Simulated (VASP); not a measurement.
# LiF (F-43m) in VASP: further runs

LiF is run at these levels: PBEsol, PBE, r2SCAN; tasks: single point.

Everything below comes from runs of VASP 6.6.1. Logs are shortened: lines on timing, memory, paths and dates and some standing lists are left out, and cuts for length are marked.

## (1) The cell of the first run

Symmetry: F-43m, No. 216, cubic system. Conventional cell: a = 4.311 Å, b = 4.311 Å, c = 4.311 Å, α = 90.00°, β = 90.00°, γ = 90.00°. Li (site symmetry -43m) has 4 F at 1.87 Å within 2.5 Å. Within 2.5 Å of F (site symmetry -43m) lie 4 Li at 1.87 Å.

## (2) Single point, PBEsol

INCAR reads:

```
SYSTEM = LiF
PREC = Accurate ; ENCUT = 520
EDIFF = 1E-7 ; ISMEAR = -1
SIGMA = 0.02 ; LREAL = .FALSE.
LASPH = .TRUE. ; NELM = 80
ALGO = Normal ; ISIF = 2
LWAVE = .FALSE. ; LCHARG = .FALSE.
GGA = PS ; NBANDS = 12
```

KPOINTS reads:

```
regular mesh
0
G
  10 10 10
  0 0 0
```

POSCAR reads:

```
LiF
1.0
    0.0000000000      2.1557388186      2.1557388186
    2.1557388186      0.0000000000      2.1557388186
    2.1557388186      2.1557388186      0.0000000000
Li F
1 1
Direct
    0.0000000000      0.0000000000      0.0000000000
    0.2500000000      0.2500000000      0.2500000000
```

Potentials or basis: VASP PAW PBE potentials, release 64 (Li_sv, F).

Command:

```sh
$ cat potpaw_PBE.64/Li_sv/POTCAR potpaw_PBE.64/F/POTCAR > POTCAR
$ mpirun -np 1 vasp_std > vasp.out
```

OUTCAR:

```text
SYSTEM = LiF
   PREC = Accurate
   ENCUT = 520
   EDIFF = 1E-7
   ISMEAR = -1
   LREAL = .FALSE.
   LASPH = .TRUE.
   NELM = 80
   ISIF = 2
   GGA = PS

 ion  position               nearest neighbor table
   1  0.000  0.000  0.000-   2 1.87   2 1.87   2 1.87   2 1.87
   2  0.250  0.250  0.250-   1 1.87   1 1.87   1 1.87   1 1.87

  LATTYP: Found a face centered cubic cell.
 ALAT       =     4.3114776372

  Lattice vectors:

 A1 = (   0.0000000000,   2.1557388186,   2.1557388186)
 A2 = (   2.1557388186,   0.0000000000,   2.1557388186)
 A3 = (   2.1557388186,   2.1557388186,   0.0000000000)

Analysis of symmetry for initial positions (statically):
=====================================================================
 Subroutine PRICEL returns:
 Original cell was already a primitive cell.

 Routine SETGRP: Setting up the symmetry group for a
 face centered cubic supercell.

 Subroutine GETGRP returns: Found 24 space group operations
 (whereof 24 operations were pure point group operations)
 out of a pool of 48 trial point group operations.

The static configuration has the point symmetry T_d .

Analysis of symmetry for dynamics (positions and initial velocities):
=====================================================================
 Subroutine PRICEL returns:
 Original cell was already a primitive cell.

 Routine SETGRP: Setting up the symmetry group for a
 face centered cubic supercell.

 Subroutine GETGRP returns: Found 24 space group operations
 (whereof 24 operations were pure point group operations)
 out of a pool of 48 trial point group operations.

The dynamic configuration has the point symmetry T_d .

 Subroutine INISYM returns: Found 24 space group operations
 (whereof 24 operations are pure point group operations),
 and found     1 'primitive' translations

----------------------------------------------------------------------------------------

                                     Primitive cell

  volume of cell :      20.0363

  direct lattice vectors                    reciprocal lattice vectors
     0.000000000  2.155738819  2.155738819    -0.231939044  0.231939044  0.231939044
     2.155738819  0.000000000  2.155738819     0.231939044 -0.231939044  0.231939044
     2.155738819  2.155738819  0.000000000     0.231939044  0.231939044 -0.231939044

  length of vectors
     3.048675074  3.048675074  3.048675074     0.401730208  0.401730208  0.401730208

  position of ions in fractional coordinates (direct lattice)
     0.000000000  0.000000000  0.000000000
     0.250000000  0.250000000  0.250000000

  ion indices of the primitive-cell ions
   primitive index   ion index
                 1           1
                 2           2

----------------------------------------------------------------------------------------

 KPOINTS: regular mesh

Automatic generation of k-mesh.
 Grid dimensions read from file:
 generate k-points for:   10   10   10

 Generating k-lattice:

  Cartesian coordinates                     Fractional coordinates (reciprocal lattice)
    -0.023193904  0.023193904  0.023193904     0.100000000  0.000000000  0.000000000
     0.023193904 -0.023193904  0.023193904     0.000000000  0.100000000  0.000000000
     0.023193904  0.023193904 -0.023193904     0.000000000  0.000000000  0.100000000

  Length of vectors
     0.040173021  0.040173021  0.040173021

  Shift w.r.t. Gamma in fractional coordinates (k-lattice)
     0.000000000  0.000000000  0.000000000

 Subroutine IBZKPT returns following result:
 ===========================================

 Found     47 irreducible k-points:

 Following reciprocal coordinates:
            Coordinates               Weight
  0.000000  0.000000  0.000000      1.000000
  0.100000  0.000000  0.000000      8.000000
  0.200000  0.000000  0.000000      8.000000
  0.300000  0.000000  0.000000      8.000000
  0.400000  0.000000  0.000000      8.000000
  0.500000  0.000000  0.000000      4.000000
[... 16 lines left out ...]
  0.300000  0.300000  0.000000      6.000000
  0.400000  0.300000  0.000000     24.000000
 [... further k-points ...]
   k-points           NKPTS =     47   k-points in BZ     NKDIM =     47   number of bands    NBANDS=     12
   number of dos      NEDOS =    301   number of ions     NIONS =      2
   total plane-waves  NPLWV =  13824
   dimension x,y,z NGX =    24 NGY =   24 NGZ =   24
   dimension x,y,z NGXF=    48 NGYF=   48 NGZF=   48
   ions per type =               1   1
   NGX,Y,Z   is equivalent  to a cutoff of  13.09, 13.09, 13.09 a.u.
   NGXF,Y,Z  is equivalent  to a cutoff of  26.17, 26.17, 26.17 a.u.
 SYSTEM =  LiF
   PREC   = accura    normal or accurate (medium, high low for compatibility)
   ISTART =      0    job   : 0-new  1-cont  2-samecut
   ICHARG =      2    charge: 1-file 2-atom 10-const
   ISPIN  =      1    spin polarized calculation?
   LNONCOLLINEAR =      F non collinear calculations
   LSORBIT =      F    spin-orbit coupling
[... 63 lines left out ...]
      3      -2.6758      2.00000
      4      -2.6758      2.00000
      5      -2.6758      2.00000
      6       4.9864      0.00000
      7      16.5506      0.00000
      8      16.5506      0.00000
      9      16.5506      0.00000
     10      25.0631      0.00000
     11      25.0631      0.00000
     12      25.0631      0.00000

 k-point     2 :       0.1000    0.0000    0.0000
  band No.  band energies     occupation
      1     -42.3774      2.00000
      2     -21.8529      2.00000
      3      -2.8984      2.00000
      4      -2.7015      2.00000
      5      -2.7015      2.00000
      6       5.2720      0.00000
      7      16.3143      0.00000
      8      16.6078      0.00000
      9      16.6078      0.00000
     10      23.7988      0.00000
     11      23.8695      0.00000
     12      23.8695      0.00000

 k-point     3 :       0.2000    0.0000    0.0000
  band No.  band energies     occupation
      1     -42.3677      2.00000
      2     -21.8092      2.00000
      3      -3.4399      2.00000
      4      -2.7676      2.00000
      5      -2.7676      2.00000
      6       6.0455      0.00000
      7      15.4717      0.00000
      8      16.6605      0.00000
      9      16.6606      0.00000
     10      22.9269      0.00000
     11      22.9269      0.00000
     12      23.1531      0.00000

 k-point     4 :       0.3000    0.0000    0.0000
  band No.  band energies     occupation
      1     -42.3556      2.00000
      2     -21.7530      2.00000
      3      -4.0473      2.00000
      4      -2.8470      2.00000
      5      -2.8470      2.00000
      6       7.1407      0.00000
      7      14.1390      0.00000
      8      16.5288      0.00000
      9      16.5288      0.00000
     10      22.8583      0.00000
     11      22.8583      0.00000
     12      23.2547      0.00000

 k-point     5 :       0.4000    0.0000    0.0000
  band No.  band energies     occupation
      1     -42.3460      2.00000
      2     -21.7065      2.00000
      3      -4.5019      2.00000
      4      -2.9096      2.00000
      5      -2.9096      2.00000
      6       8.3359      0.00000
      7      12.7481      0.00000
      8      16.2976      0.00000
      9      16.2977      0.00000
     10      23.3066      0.00000
     11      23.3184      0.00000
     12      23.3184      0.00000
[... 228 lines left out ...]
      1     -42.3423      2.00000
      2     -21.6904      2.00000
      3      -4.2955      2.00000
      4      -3.2998      2.00000
      5      -2.9415      2.00000
      6       8.5061      0.00000
      7      12.4615      0.00000
      8      16.0300      0.00000
      9      16.7448      0.00000
     10      21.4415      0.00000
     11      22.3226      0.00000
     12      27.3675      0.00000

 k-point    22 :      -0.2000    0.2000    0.0000
  band No.  band energies     occupation
      1     -42.3515      2.00000
      2     -21.7344      2.00000
      3      -3.9860      2.00000
      4      -3.1785      2.00000
      5      -2.8297      2.00000
      6       7.4322      0.00000
      7      13.8064      0.00000
      8      16.0399      0.00000
      9      17.0490      0.00000
     10      21.3100      0.00000
     11      21.9285      0.00000
     12      27.2383      0.00000

 k-point    23 :       0.3000    0.3000    0.0000
  band No.  band energies     occupation
      1     -42.3474      2.00000
      2     -21.7180      2.00000
      3      -3.7323      2.00000
      4      -3.2060      2.00000
      5      -3.2060      2.00000
      6       7.0724      0.00000
      7      14.9041      0.00000
      8      16.3711      0.00000
      9      16.3711      0.00000
     10      17.7232      0.00000
     11      25.6125      0.00000
     12      29.2826      0.00000

 k-point    24 :       0.4000    0.3000    0.0000
  band No.  band energies     occupation
      1     -42.3396      2.00000
      2     -21.6816      2.00000
      3      -3.9710      2.00000
      4      -3.3056      2.00000
      5      -3.2901      2.00000
      6       7.5827      0.00000
      7      13.6814      0.00000
      8      16.4049      0.00000
      9      16.4912      0.00000
     10      18.2498      0.00000
     11      25.1492      0.00000
     12      28.7551      0.00000

 [... further k-points ...]
[... 5 lines left out ...]
  --------------------------------------------------------------------------------------
  -------------------------------------------------------------------------------------
  Total       -0.0066766     -0.0066766     -0.0066766     -0.0000000      0.0000000      0.0000000
  in kB       -0.5338816     -0.5338816     -0.5338816     -0.0000000      0.0000000      0.0000000
  external PRESSURE =      -0.5338816 kB  Pullay stress =       0.0000000 kB

 VOLUME and BASIS-vectors are now :
 -----------------------------------------------------------------------------
  energy-cutoff  :      520.00
  volume of cell :       20.04
      direct lattice vectors                 reciprocal lattice vectors
     0.000000000  2.155738819  2.155738819    -0.231939044  0.231939044  0.231939044
     2.155738819  0.000000000  2.155738819     0.231939044 -0.231939044  0.231939044
     2.155738819  2.155738819  0.000000000     0.231939044  0.231939044 -0.231939044

 POSITION                                       TOTAL-FORCE (eV/Angst)
 -----------------------------------------------------------------------------------
      0.00000      0.00000      0.00000         0.000000      0.000000      0.000000
      1.07787      1.07787      1.07787        -0.000000     -0.000000     -0.000000
 -----------------------------------------------------------------------------------
    total drift:                               -0.000000     -0.000000     -0.000000

  FREE ENERGIE OF THE ION-ELECTRON SYSTEM (eV)
  ---------------------------------------------------
  free  energy   TOTEN  =        -9.7802843882 eV

  energy  without entropy=       -9.7802843882  energy(sigma->0) =       -9.78028439
```

Wall time 14 s (1 thread of Intel Xeon Platinum 8375C at 2.90GHz (Ice Lake), shared host); peak memory 0.13 GiB.

What came out:

| Quantity | Value |
| --- | --- |
| Free energy | -9.7803 eV |
| Band gap on the k mesh | 7.66 eV, direct |

Levels at points of the mesh, in eV from the valence-band top:
```tsv
k point	band 2	band 3	band 4	band 5	band 6	band 7	band 8	band 9
(0.00, 0.00, 0.00)	-19.19	0.00	0.00	0.00	7.66	19.23	19.23	19.23
(0.50, 0.00, 0.00)	-19.01	-1.99	-0.26	-0.26	11.70	14.67	18.87	18.87
(0.50, 0.50, 0.00)	-18.96	-1.40	-0.80	-0.80	10.34	15.67	19.22	19.22
```

Caveat: the cutoff is under 1.25 times the usual one of these potentials, so pressure, stress and relaxed cells hold a basis-set (Pulay) error; the PAW data sets were made with another functional, which shifts forces and pressure a little. A k mesh can miss the band edges.

## (3) Single point, PBE

This run uses another cell than the first one, of 10.39 Å³/atom, 1.037 times its volume.

INCAR reads:

```
ALGO = Normal
EDIFF = 1E-6
ENCUT = 520
GGA = PE
ISIF = 2
ISMEAR = -1
LASPH = T
LCHARG = F
LREAL = F
LWAVE = F
NBANDS = 12
NELM = 80
PREC = Accurate
SIGMA = 0.02
```

KPOINTS reads:

```
k-points
0
Gamma
  10 10 10
```

POSCAR reads:

```
LiF
1.0
    0.0000000000      2.1819030187      2.1819030187
    2.1819030187      0.0000000000      2.1819030187
    2.1819030187      2.1819030187      0.0000000000
Li F
1 1
Direct
    0.0000000000      0.0000000000      0.0000000000
    0.2500000000      0.2500000000      0.2500000000
```

Potentials or basis: VASP PAW PBE potentials, release 64 (Li_sv, F).

Command:

```sh
$ cat potpaw_PBE.64/Li_sv/POTCAR potpaw_PBE.64/F/POTCAR > POTCAR
$ mpirun -np 1 vasp_std > vasp.out
```

Wall time 14 s (1 thread of Intel Xeon Platinum 8375C at 2.90GHz (Ice Lake), shared host); peak memory 0.13 GiB.

It converged, with:

```
Free energy            : -9.6286 eV
Band gap on the k mesh : 7.64 eV, direct
```

Levels at points of the mesh, in eV from the valence-band top:
| k point | band 1 | band 2 | band 3 | band 4 | band 5 | band 6 | band 7 | band 8 | band 9 | band 10 |
| --- | --- | --- | --- | --- | --- | --- | --- | --- | --- | --- |
| (0.00, 0.00, 0.00) | -40.49 | -19.26 | 0.00 | 0.00 | 0.00 | 7.64 | 19.05 | 19.05 | 19.05 | 27.43 |
| (0.50, 0.00, 0.00) | -40.46 | -19.09 | -1.87 | -0.24 | -0.24 | 11.63 | 14.49 | 18.70 | 18.70 | 25.62 |
| (0.50, 0.50, 0.00) | -40.45 | -19.04 | -1.32 | -0.75 | -0.75 | 10.44 | 15.59 | 18.95 | 18.95 | 20.93 |

Caveat: the cutoff is under 1.25 times the usual one of these potentials, so pressure, stress and relaxed cells hold a basis-set (Pulay) error. A hybrid or GW would open this gap; PBE tends to underestimate it.

## (4) Single point, r2SCAN

This run uses another cell than the first one, of 9.86 Å³/atom, 0.985 times its volume.

POSCAR reads:

```
LiF
1.0
    0.0000000000      2.1446105349      2.1446105349
    2.1446105349      0.0000000000      2.1446105349
    2.1446105349      2.1446105349      0.0000000000
Li F
1 1
Direct
    0.0000000000      0.0000000000      0.0000000000
    0.2500000000      0.2500000000      0.2500000000
```

INCAR.step1 reads:

```
SYSTEM = LiF
PREC     = Accurate       ! precision mode
ENCUT    = 520            ! plane-wave cutoff, eV
ISMEAR   = -1             ! smearing method
SIGMA    = 0.02           ! smearing width, eV
LREAL    = .FALSE.        ! projectors in reciprocal space
LASPH    = .TRUE.         ! aspherical terms in the spheres
NELM     = 80             ! most SCF steps
NBANDS   = 12             ! bands
GGA      = PE             ! functional
ALGO     = Normal         ! electronic algorithm
EDIFF    = 1E-4           ! SCF threshold, eV
LWAVE    = .TRUE.         ! write WAVECAR
LCHARG   = .FALSE.        ! write CHGCAR
```

INCAR.step2 reads:

```
SYSTEM = LiF
PREC     = Accurate       ! precision mode
ENCUT    = 520            ! plane-wave cutoff, eV
EDIFF    = 1E-6           ! SCF threshold, eV
ISMEAR   = -1             ! smearing method
SIGMA    = 0.02           ! smearing width, eV
LREAL    = .FALSE.        ! projectors in reciprocal space
LASPH    = .TRUE.         ! aspherical terms in the spheres
NELM     = 80             ! most SCF steps
ALGO     = Normal         ! electronic algorithm
ISIF     = 2              ! what is computed and relaxed
LWAVE    = .FALSE.        ! write WAVECAR
LCHARG   = .FALSE.        ! write CHGCAR
METAGGA  = R2SCAN         ! meta-GGA
LMIXTAU  = .TRUE.       
NBANDS   = 12             ! bands
ISTART   = 1
```

KPOINTS reads:

```
regular mesh
0
G
  10 10 10
  0 0 0
```

Command:

```sh
$ cat potpaw_PBE.64/Li_sv/POTCAR potpaw_PBE.64/F/POTCAR > POTCAR
$ cp INCAR.step1 INCAR
$ mpirun -np 1 vasp_std > vasp.out
$ cp INCAR.step2 INCAR
$ mpirun -np 1 vasp_std > vasp.out
```

Run time: 58 s. Hardware: 1 thread of Intel Xeon Platinum 8375C at 2.90GHz (Ice Lake), shared host; peak memory 0.14 GiB.

It converged, with:

```
Free energy            : -11.8062 eV
Band gap on the k mesh : 8.76 eV, direct
```

Levels at points of the mesh, in eV from the valence-band top:
| k point | band 2 | band 3 | band 4 | band 5 | band 6 | band 7 | band 8 | band 9 |
| --- | --- | --- | --- | --- | --- | --- | --- | --- |
| (0.00, 0.00, 0.00) | -20.46 | 0.00 | 0.00 | 0.00 | 8.76 | 21.06 | 21.06 | 21.06 |
| (0.50, 0.00, 0.00) | -20.29 | -1.97 | -0.26 | -0.26 | 12.86 | 16.05 | 20.49 | 20.49 |
| (0.50, 0.50, 0.00) | -20.24 | -1.38 | -0.80 | -0.80 | 11.36 | 17.00 | 20.99 | 20.99 |

Caveat: the cutoff is under 1.25 times the usual one of these potentials, so pressure, stress and relaxed cells hold a basis-set (Pulay) error; the PAW data sets were made with another functional, which shifts forces and pressure a little. r2SCAN opens gaps a little over a GGA but as a rule still falls short of measured ones.

## (5) Single point, r2SCAN

This run uses another cell than the first one, of 9.86 Å³/atom, 0.985 times its volume.

POSCAR is that of step 4.

INCAR.step1 reads:

```
PREC = Accurate
ENCUT = 520
ISMEAR = 0
SIGMA = 0.01
LREAL = False
LASPH = True
NELM = 80
NBANDS = 12
GGA = PE
ALGO = Normal
EDIFF = 1E-4
LWAVE = True
LCHARG = False
```

INCAR.step2 reads:

```
PREC = Accurate
ENCUT = 520
EDIFF = 1E-6
ISMEAR = 0
SIGMA = 0.01
LREAL = False
LASPH = True
NELM = 80
ALGO = Normal
ISIF = 2
LWAVE = False
LCHARG = False
METAGGA = R2SCAN
LMIXTAU = True
NBANDS = 12
ISTART = 1
```

KPOINTS reads:

```
regular mesh
0
Gamma
  10 10 10
```

Command:

```sh
$ cat potpaw_PBE.64/Li_sv/POTCAR potpaw_PBE.64/F/POTCAR > POTCAR
$ cp INCAR.step1 INCAR
$ mpirun -np 1 vasp_std > vasp.out
$ cp INCAR.step2 INCAR
$ mpirun -np 1 vasp_std > vasp.out
```

Wall time 59 s (1 thread of Intel Xeon Platinum 8375C at 2.90GHz (Ice Lake), shared host); peak memory 0.14 GiB.

Results (log left out):

- Free energy: -11.8062 eV
- Band gap on the k mesh: 8.76 eV, direct

Levels at points of the mesh, in eV from the valence-band top:
```tsv
k point	band 3	band 4	band 5	band 6	band 7	band 8
(0.00, 0.00, 0.00)	0.00	0.00	0.00	8.76	21.06	21.06
(0.50, 0.00, 0.00)	-1.97	-0.26	-0.26	12.86	16.05	20.49
(0.50, 0.50, 0.00)	-1.38	-0.80	-0.80	11.36	17.00	20.99
```

Caveat: the cutoff is under 1.25 times the usual one of these potentials, so pressure, stress and relaxed cells hold a basis-set (Pulay) error; the PAW data sets were made with another functional, which shifts forces and pressure a little.

## (6) Overview

| level | cell | smearing | gap on the mesh (eV) |
| --- | --- | --- | --- |
| PBEsol | a = 3.049 Å, angles 60.0°, 2 atoms | fermi-dirac 0.02 eV | 7.66 |
| PBE | a = 3.086 Å, angles 60.0°, 2 atoms | fermi-dirac 0.02 eV | 7.64 |
| r2SCAN | a = 3.033 Å, angles 60.0°, 2 atoms | fermi-dirac 0.02 eV | 8.76 |
| r2SCAN | a = 3.033 Å, angles 60.0°, 2 atoms | gaussian 0.01 eV | 8.76 |

Alike in all rows: task single point; potentials or basis VASP PAW PBE potentials, release 64 (Li_sv, F); no spin polarisation; k mesh 10 × 10 × 10; cutoff (eV) 520.

Caveats: the cutoff is under 1.25 times the usual one of these potentials, so pressure, stress and relaxed cells hold a basis-set (Pulay) error; the PAW data sets were made with another functional, which shifts forces and pressure a little (some runs).

Absolute energies hang on the potentials; compare differences alone.
